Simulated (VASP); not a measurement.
Wanted: the native input for a VASP 6.6.1 run.

- Task: relaxation of cell and atoms
- Functional: PBE
- Dispersion: D3(BJ)
- Potentials or basis: VASP PAW PBE potentials, release 64 (W_sv)
- Cutoff: 600 eV
- k mesh: 11 × 11 × 11
- Occupations: fermi-dirac, width 0.05 eV
- Spin: no spin polarisation
- Dipole correction: no
- Further INCAR settings: ALGO = Normal; EDIFF = 1e-07; IBRION = 2; EDIFFG = -0.01; NSW = 60; ISIF = 3

The structure of W lies in POSCAR:

```
W
1.0
    0.0000000000      2.0300000000      2.0300000000
    2.0300000000      0.0000000000      2.0300000000
    2.0300000000      2.0300000000      0.0000000000
W
1
Direct
    0.0000000000      0.0000000000      0.0000000000
```

One way to write it, as run:

INCAR

```
ALGO = Normal ; EDIFF = 1E-7
EDIFFG = -0.01 ; ENCUT = 600
GGA = PE ; IBRION = 2
ISIF = 3 ; ISMEAR = -1
IVDW = 12 ; LASPH = T
LCHARG = F ; LREAL = F
LWAVE = F ; NELM = 80
NSW = 60 ; PREC = Accurate
SIGMA = 0.05
```

KPOINTS

```
k-points
0
Gamma
  11 11 11
```

Potentials or basis: VASP PAW PBE potentials, release 64 (W_sv).

Command:

```bash
$ cat potpaw_PBE.64/W_sv/POTCAR > POTCAR
$ mpirun -np 1 vasp_std > vasp.out
```

It gave:

- Relaxed volume: 16.10 Å³/atom
- Relaxed cell: a = 2.835 Å, b = 2.835 Å, c = 2.835 Å, α = 60.00°, β = 60.00°, γ = 60.00°
- Space group after relaxing (to 0.05 Å): Fm-3m (No. 225)
- Energy gained by relaxing: 22.1 meV/atom
- Ionic steps: 7
- Pressure after relaxing: 0.0 GPa
- Band gap on the k mesh: zero (band 7 reaches 13.51 eV, above the bottom of band 8 at 10.17 eV)
- Dispersion energy per atom: -0.684 eV

Caveat: spin-orbit coupling is left out, which moves the levels of the heavy elements; pairwise dispersion overbinds metals, which lowers pressure and volume.

Run time: 34 s on 1 thread of Intel(R) Xeon(R) Platinum 8259CL CPU @ 2.50GHz (Skylake/Cascade Lake) (shared host), peak memory 0.16 GiB.
